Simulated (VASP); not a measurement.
Wanted: the native input for a VASP 6.6.1 run.

- Task: single point
- Functional: r2SCAN
- Potentials or basis: VASP PAW PBE potentials, release 64 (Zn, S)
- Cutoff: 520 eV
- k mesh: 6 × 6 × 4
- Occupations: gaussian, width 0.01 eV
- Spin: no spin polarisation
- Dipole correction: no
- Further INCAR settings: ALGO = Normal; EDIFF = 1e-07; NBANDS = 26

Crystal: ZnS.

```
CELL_PARAMETERS angstrom
3.80545 0.00000 0.00000
-1.90273 3.29562 0.00000
0.00000 0.00000 6.24399
ATOMIC_POSITIONS crystal
Zn 0.33333 0.66667 0.00034
Zn 0.66667 0.33333 0.50034
S 0.33333 0.66667 0.37466
S 0.66667 0.33333 0.87466
```

The input as run:

POSCAR

```
ZnS
1.0
    3.8054508206      0.0000000000      0.0000000000
   -1.9027254103      3.2956170835      0.0000000000
    0.0000000000      0.0000000000      6.2439930788
Zn S
2 2
Direct
    0.3333333333      0.6666666667      0.0003381272
    0.6666666667      0.3333333333      0.5003381272
    0.3333333333      0.6666666667      0.3746618728
    0.6666666667      0.3333333333      0.8746618728
```

INCAR.step1

```
PREC     = Accurate       # precision mode
ENCUT    = 520            # plane-wave cutoff, eV
ISMEAR   = 0              # smearing method
SIGMA    = 0.01           # smearing width, eV
LREAL    = False          # projectors in reciprocal space
LASPH    = True           # aspherical terms in the spheres
NELM     = 60             # most SCF steps
NBANDS   = 26             # bands
GGA      = PE             # functional
ALGO     = Normal         # electronic algorithm
EDIFF    = 1E-4           # SCF threshold, eV
LWAVE    = True           # write WAVECAR
LCHARG   = False          # write CHGCAR
```

INCAR.step2

```
PREC     = Accurate       # precision mode
ENCUT    = 520            # plane-wave cutoff, eV
EDIFF    = 1E-7           # SCF threshold, eV
ISMEAR   = 0              # smearing method
SIGMA    = 0.01           # smearing width, eV
LREAL    = False          # projectors in reciprocal space
LASPH    = True           # aspherical terms in the spheres
NELM     = 60             # most SCF steps
ALGO     = Normal         # electronic algorithm
ISIF     = 2              # what is computed and relaxed
LWAVE    = False          # write WAVECAR
LCHARG   = True           # write CHGCAR
METAGGA  = R2SCAN         # meta-GGA
LMIXTAU  = True         
LELF     = True           # ELF
LVHAR    = True         
NBANDS   = 26             # bands
ISTART   = 1
```

KPOINTS

```
regular mesh
0
Gamma
  6 6 4
```

Potentials or basis: VASP PAW PBE potentials, release 64 (Zn, S).

Run with:

```sh
$ cat potpaw_PBE.64/Zn/POTCAR potpaw_PBE.64/S/POTCAR > POTCAR
$ cp INCAR.step1 INCAR
$ mpirun -np 1 vasp_std > vasp.out
$ cp INCAR.step2 INCAR
$ mpirun -np 1 vasp_std > vasp.out
```

Results of the run:

- Pressure: 0.1 GPa
- Band gap on the k mesh: 2.79 eV

Caveat: the PAW data sets were made with another functional, which shifts forces and pressure a little.

Wall time 3.7 min on 1 thread of Intel Xeon 8259CL (shared host), peak memory 0.21 GiB.
